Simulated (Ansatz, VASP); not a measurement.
# La: VASP beside Ansatz

Contents of INCAR:

```
ALGO = Normal
EDIFF = 1E-6
ENCUT = 520
GGA = PE
ISIF = 2
ISMEAR = -1
LASPH = True
LCHARG = True
LELF = True
LREAL = False
LVHAR = True
LWAVE = False
NBANDS = 18
NELM = 60
PREC = Accurate
SIGMA = 0.05
```

KPOINTS

```
k-points
0
Gamma
  9 9 9
```

The input POSCAR:

```
La
1.0
    0.0000000000      3.0731707793      3.0731707793
    3.0731707793      0.0000000000      3.0731707793
    3.0731707793      3.0731707793      0.0000000000
La
2
Direct
   -0.1250000000     -0.1250000000     -0.1250000000
    0.1250000000      0.1250000000      0.1250000000
```

Input for Ansatz:

```yaml
crystal:
  lattice:
    - [0.0, 3.0731707793, 3.0731707793]
    - [3.0731707793, 0.0, 3.0731707793]
    - [3.0731707793, 3.0731707793, 0.0]
  atoms:
    - { symbol: La, position: [-0.125, -0.125, -0.125] }
    - { symbol: La, position: [0.125, 0.125, 0.125] }
kpoints:
  mp_grid: { grid: [9, 9, 9] }
scf:
  occupations: { method: fermi_dirac, width: 0.05 }
hamiltonian:
  xc: pbe
  pseudopotentials: { kind: paw }
output:
  forces: true
  stress: true
  eigenvalues: true
  populations: true
```

Change from the starting cell: volume scaled by 0.78, PAW files.

Alike in both runs: task single point; functional PBE; k mesh 9 × 9 × 9; occupations fermi-dirac, width 0.05 eV; no spin polarisation.

|  | VASP | Ansatz |
| --- | --- | --- |
| version | VASP 6.6.1 | Ansatz 0.2.0 |
| potentials or method | VASP PAW PBE potentials, release 64 (La) | PAW with Ansatz's default frozen-core files, scalar-relativistic |
| plane-wave cutoff (eV) | 520 | 420 |
| valence electrons in the cell | 22 | 22 |

|  | VASP | Ansatz | Ansatz less VASP |
| --- | --- | --- | --- |
| pressure (GPa) | 21.7 | 22.0 | +0.23 |

Spin-orbit coupling is off throughout.
